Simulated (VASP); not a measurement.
# MgO (Fm-3m) in VASP: a series of runs, part 2 of 2

VASP 6.6.1.

### Step 4. Single point, r2SCAN

File POSCAR:

```
MgO
1.0
    0.0000000000      2.1135000000      2.1135000000
    2.1135000000      0.0000000000      2.1135000000
    2.1135000000      2.1135000000      0.0000000000
Mg O
1 1
Direct
    0.0000000000      0.0000000000      0.0000000000
    0.5000000000      0.5000000000      0.5000000000
```

File INCAR.step1:

```
SYSTEM = MgO
  PREC = Accurate
  ENCUT = 660
  ISMEAR = 0
  SIGMA = 0.01
  LREAL = .False.
  LASPH = .True.
  NELM = 120
  NBANDS = 11
  GGA = PE
  ALGO = Normal
  EDIFF = 1E-5
  LWAVE = .True.
  LCHARG = .False.
  GGA_COMPAT = .False.
```

File INCAR.step2:

```
SYSTEM = MgO
  PREC = Accurate
  ENCUT = 660
  EDIFF = 1E-6
  ISMEAR = 0
  SIGMA = 0.01
  LREAL = .False.
  LASPH = .True.
  NELM = 120
  ALGO = Normal
  ISIF = 2
  LWAVE = .False.
  LCHARG = .True.
  METAGGA = R2SCAN
  LMIXTAU = .True.
  LELF = .True.
  LVHAR = .True.
  NBANDS = 11
  ISTART = 1
  GGA_COMPAT = .False.
```

File KPOINTS:

```
Automatic mesh
0
Gamma
  9 9 9
  0 0 0
```

Potentials or basis: VASP PAW PBE potentials, release 64 (Mg, O).

Started as:

```bash
$ cat potpaw_PBE.64/Mg/POTCAR potpaw_PBE.64/O/POTCAR > POTCAR
$ cp INCAR.step1 INCAR
$ mpirun -np 1 vasp_std > vasp.out
$ cp INCAR.step2 INCAR
$ mpirun -np 1 vasp_std > vasp.out
```

OUTCAR:

```text
SYSTEM = MgO
   PREC = Accurate
   ENCUT = 660
   EDIFF = 1E-6
   ISMEAR = 0
   LREAL = .False.
   LASPH = .True.
   NELM = 120
   ISIF = 2
   METAGGA = R2SCAN
   ISTART = 1

 ion  position               nearest neighbor table
   1  0.000  0.000  0.000-   2 2.11   2 2.11   2 2.11   2 2.11   2 2.11   2 2.11
   2  0.500  0.500  0.500-   1 2.11   1 2.11   1 2.11   1 2.11   1 2.11   1 2.11

  LATTYP: Found a face centered cubic cell.
 ALAT       =     4.2270000000

  Lattice vectors:

 A1 = (   0.0000000000,   2.1135000000,   2.1135000000)
 A2 = (   2.1135000000,   0.0000000000,   2.1135000000)
 A3 = (   2.1135000000,   2.1135000000,   0.0000000000)

Analysis of symmetry for initial positions (statically):
=====================================================================
 Subroutine PRICEL returns:
 Original cell was already a primitive cell.

 Routine SETGRP: Setting up the symmetry group for a
 face centered cubic supercell.

 Subroutine GETGRP returns: Found 48 space group operations
 (whereof 48 operations were pure point group operations)
 out of a pool of 48 trial point group operations.

The static configuration has the point symmetry O_h .

Analysis of symmetry for dynamics (positions and initial velocities):
=====================================================================
 Subroutine PRICEL returns:
 Original cell was already a primitive cell.

 Routine SETGRP: Setting up the symmetry group for a
 face centered cubic supercell.

 Subroutine GETGRP returns: Found 48 space group operations
 (whereof 48 operations were pure point group operations)
 out of a pool of 48 trial point group operations.

The dynamic configuration has the point symmetry O_h .

 Subroutine INISYM returns: Found 48 space group operations
 (whereof 48 operations are pure point group operations),
 and found     1 'primitive' translations

----------------------------------------------------------------------------------------

                                     Primitive cell

  volume of cell :      18.8815

  direct lattice vectors                    reciprocal lattice vectors
     0.000000000  2.113500000  2.113500000    -0.236574403  0.236574403  0.236574403
     2.113500000  0.000000000  2.113500000     0.236574403 -0.236574403  0.236574403
     2.113500000  2.113500000  0.000000000     0.236574403  0.236574403 -0.236574403

  length of vectors
     2.988940364  2.988940364  2.988940364     0.409758885  0.409758885  0.409758885

  position of ions in fractional coordinates (direct lattice)
     0.000000000  0.000000000  0.000000000
     0.500000000  0.500000000  0.500000000

  ion indices of the primitive-cell ions
   primitive index   ion index
                 1           1
                 2           2

----------------------------------------------------------------------------------------

 KPOINTS: Automatic mesh

Automatic generation of k-mesh.
 Grid dimensions read from file:
 generate k-points for:    9    9    9

 Generating k-lattice:

  Cartesian coordinates                     Fractional coordinates (reciprocal lattice)
    -0.026286045  0.026286045  0.026286045     0.111111111  0.000000000  0.000000000
     0.026286045 -0.026286045  0.026286045     0.000000000  0.111111111  0.000000000
     0.026286045  0.026286045 -0.026286045     0.000000000  0.000000000  0.111111111
[... 40 lines left out ...]
   number of dos      NEDOS =    301   number of ions     NIONS =      2
   total plane-waves  NPLWV =  21952
   dimension x,y,z NGX =    28 NGY =   28 NGZ =   28
   dimension x,y,z NGXF=    56 NGYF=   56 NGZF=   56
   ions per type =               1   1
   NGX,Y,Z   is equivalent  to a cutoff of  15.57, 15.57, 15.57 a.u.
   NGXF,Y,Z  is equivalent  to a cutoff of  31.15, 31.15, 31.15 a.u.
 SYSTEM =  MgO
   PREC   = accura    normal or accurate (medium, high low for compatibility)
   ISTART =      1    job   : 0-new  1-cont  2-samecut
   ICHARG =      0    charge: 1-file 2-atom 10-const
   ISPIN  =      1    spin polarized calculation?
   LNONCOLLINEAR =      F non collinear calculations
   LSORBIT =      F    spin-orbit coupling
   LASPH  =      T    aspherical Exc in radial PAW
   ENCUT  =  660.0 eV  48.51 Ry    6.96 a.u.   6.26  6.26  6.26*2*pi/ulx,y,z
   NELM   =    120;   NELMIN=  2; NELMDL=  0     # of ELM steps
   EDIFF  = 0.1E-05   stopping-criterion for ELM
   LREAL  =      F    real-space projection
   EDIFFG = 0.1E-04   stopping-criterion for IOM
   NSW    =      0    number of steps for IOM
   IBRION =     -1    ionic relax: 0-MD 1-quasi-New 2-CG
   NFREE  =      0    steps in history (QN), initial steepest desc. (CG)
   ISIF   =      2    stress and relaxation
   ISYM   =      2    0-nonsym 1-usesym 2-fastsym
   POTIM  = 0.5000    time-step for ionic-motion
   TEBEG  =    0.0;   TEEND  =   0.0 temperature during run
   PSTRESS=    0.0 pullay stress
   NELECT =       8.0000    total number of electrons
   NUPDOWN=      -1.0000    fix difference up-down
   EMIN   =  10.00;   EMAX   =-10.00  energy-range for DOS
   EFERMI =   0.00;   METHOD = LEGACY
   ISMEAR =     0;   SIGMA  =   0.01  broadening in eV -4-tet -1-fermi 0-gaus
   EFERMI_NEDOS =   21; number of points for ismear=-14 and -15
   IALGO  =     38    algorithm
   IMIX   =      4    mixing-type and parameters
     AMIX     =   0.40;   BMIX     =  1.00
     AMIX_MAG =   1.60;   BMIX_MAG =  1.00
  volume/ion in A,a.u.               =       9.44        63.71
  Fermi-wavevector in a.u.,A,eV,Ry     =   1.229587  2.323582 20.570431  1.511884
  Thomas-Fermi vector in A             =   2.364468
   LORBIT       =      0    0 simple, 1 ext, 2 COOP (PROOUT), +10 PAW based schemes
   METAGGA = R2SCAN    functional components
   LHFCALC =     F    Hartree Fock is set to
   AEXX    =    0.0000 exact exchange contribution
   IVDW    =     0    specifies the selected vdW correction
   LEPSILON=     F    determine dielectric tensor
   LRPA    =     F    only Hartree local field effects (RPA)
 non-spin polarized calculation
 Gauss-broadening in eV      SIGMA  =   0.01
  energy-cutoff  :      660.00
  volume of cell :       18.88
 maximum number of plane-waves:       745
 NGX is ok and might be reduce to    28
   NGX = 13   NGY = 13   NGZ = 13

 number of electron       8.0000000 magnetization

 Free energy of the ion-electron system (eV)
  ---------------------------------------------------
  ext. energy  EPLUGINS =         0.00000000
  ---------------------------------------------------
  free energy    TOTEN  =       -16.16306808 eV

  energy without entropy =      -16.16306808  energy(sigma->0) =      -16.16306808

 E-fermi :   2.8344     XC(G=0): -11.5377

 val. band max:        2.6953945285   @ k =   0.0000   0.0000   0.0000
 cond. band min:       8.1971445837   @ k =   0.0000   0.0000   0.0000
 fundamental gap:      5.5017500553
 Fermi energy:         2.8343593891

 k-point     1 :       0.0000    0.0000    0.0000
  band No.  band energies     occupation
      1     -15.4488      2.00000
      2       2.6954      2.00000
      3       2.6954      2.00000
      4       2.6954      2.00000
      5       8.1971      0.00000
      6      19.4718      0.00000
      7      19.4718      0.00000
      8      19.4718      0.00000
      9      23.5884      0.00000
     10      25.3432      0.00000
     11      25.3432      0.00000
[... 309 lines left out ...]
 k-point    24 :       0.4444    0.4444    0.0000
  band No.  band energies     occupation
      1     -14.0278      2.00000
      2      -1.2885      2.00000
      3       1.3712      2.00000
      4       1.3712      2.00000
      5      12.8213      0.00000
      6      13.6109      0.00000
      7      16.8764      0.00000
      8      22.7971      0.00000
      9      22.7971      0.00000
     10      29.3948      0.00000
     11      30.4714      0.00000

 [... further k-points ...]

------------------------ aborting loop because EDIFF is reached ----------------------------------------

  FORCE on cell =-STRESS in cart. coord.  units (eV):
  Direction    XX          YY          ZZ          XY          YZ          ZX
  --------------------------------------------------------------------------------------
  -------------------------------------------------------------------------------------
  Total       -0.4740636     -0.4740636     -0.4740636      0.0000000      0.0000000      0.0000000
  in kB      -40.2263334    -40.2263334    -40.2263334      0.0000000      0.0000000      0.0000000
  external PRESSURE =     -40.2263334 kB  Pullay stress =       0.0000000 kB

 VOLUME and BASIS-vectors are now :
 -----------------------------------------------------------------------------
  energy-cutoff  :      660.00
  volume of cell :       18.88
      direct lattice vectors                 reciprocal lattice vectors
     0.000000000  2.113500000  2.113500000    -0.236574403  0.236574403  0.236574403
     2.113500000  0.000000000  2.113500000     0.236574403 -0.236574403  0.236574403
     2.113500000  2.113500000  0.000000000     0.236574403  0.236574403 -0.236574403

 POSITION                                       TOTAL-FORCE (eV/Angst)
 -----------------------------------------------------------------------------------
      0.00000      0.00000      0.00000        -0.000000      0.000000     -0.000000
      2.11350      2.11350      2.11350         0.000000     -0.000000      0.000000
 -----------------------------------------------------------------------------------
    total drift:                                0.000000      0.000000      0.000000

  FREE ENERGIE OF THE ION-ELECTRON SYSTEM (eV)
  ---------------------------------------------------
  free  energy   TOTEN  =       -16.1630680813 eV

  energy  without entropy=      -16.1630680813  energy(sigma->0) =      -16.16306808
```

Wall time 37 s (1 thread of Intel Xeon Platinum 8488C (Sapphire Rapids), shared host); peak memory 0.17 GiB.

Results:

```yaml
Free_energy: -16.1631 eV
Pressure: -4.0 GPa
Band_gap_on_the_k_mesh: 5.50 eV
```

Caveat: the cell stands under tension; the PAW data sets were made with another functional, which shifts forces and pressure a little.

### Step 5. Single point, r2SCAN

POSCAR is that of step 4.

File INCAR.step1:

```
PREC = Accurate ; ENCUT = 750
ISMEAR = 0 ; SIGMA = 0.1
LREAL = F ; LASPH = T
NELM = 120 ; NBANDS = 15
GGA = PE ; ALGO = Normal
EDIFF = 1E-5 ; LWAVE = T
LCHARG = F ; GGA_COMPAT = F
```

File INCAR.step2:

```
PREC = Accurate ; ENCUT = 750
EDIFF = 1E-6 ; ISMEAR = 0
SIGMA = 0.1 ; LREAL = F
LASPH = T ; NELM = 120
ALGO = Normal ; ISIF = 2
LWAVE = F ; LCHARG = T
METAGGA = R2SCAN ; LMIXTAU = T
LELF = T ; LVHAR = T
NBANDS = 15 ; ISTART = 1
GGA_COMPAT = F
```

File KPOINTS:

```
regular mesh
0
Gamma
  9 9 9
```

Potentials or basis: VASP PAW PBE potentials, release 64 (Mg_sv, O).

Started as:

```bash
$ cat potpaw_PBE.64/Mg_sv/POTCAR potpaw_PBE.64/O/POTCAR > POTCAR
$ cp INCAR.step1 INCAR
$ mpirun -np 1 vasp_std > vasp.out
$ cp INCAR.step2 INCAR
$ mpirun -np 1 vasp_std > vasp.out
```

It took 61 s on 1 thread of Intel Xeon 6975P-C (Granite Rapids), shared host; peak memory 0.16 GiB.

It converged, with:

```
Free energy            : -16.1622 eV
Pressure               : -2.5 GPa
Band gap on the k mesh : 5.54 eV
```

Levels at points of the mesh, in eV from the valence-band top:
```csv
k point,band 4,band 5,band 6,band 7,band 8,band 9,band 10,band 11,band 12,band 13
"(0.00, 0.00, 0.00)",-40.10,-18.13,0.00,0.00,0.00,5.54,16.80,16.80,16.80,20.87
```

Caveat: the PAW data sets were made with another functional, which shifts forces and pressure a little. r2SCAN opens gaps a little over a GGA but as a rule still falls short of measured ones.

### Step 6. Overview

| potentials or basis | cutoff (eV) | smearing | mended | gap on the mesh (eV) | pressure (GPa) |
| --- | --- | --- | --- | --- | --- |
| VASP PAW PBE potentials, release 64 (Mg, O) | 660 | gaussian 0.15 eV | - | 5.50 | -4.0 |
| VASP PAW PBE potentials, release 64 (Mg, O) | 660 | gaussian 0.1 eV | - | 5.50 | -4.0 |
| VASP PAW PBE potentials, release 64 (Mg, O) | 660 | gaussian 0.01 eV | - | 5.50 | -4.0 |
| VASP PAW PBE potentials, release 64 (Mg_sv, O) | 750 | gaussian 0.1 eV | yes | 5.54 | -2.5 |

Alike in all rows: task single point; level r2SCAN; no spin polarisation; cell as given; k mesh 9 × 9 × 9.

Caveats: the PAW data sets were made with another functional, which shifts forces and pressure a little; the cell stands under tension (at least some runs).

Absolute energies hang on the potentials; compare differences alone.
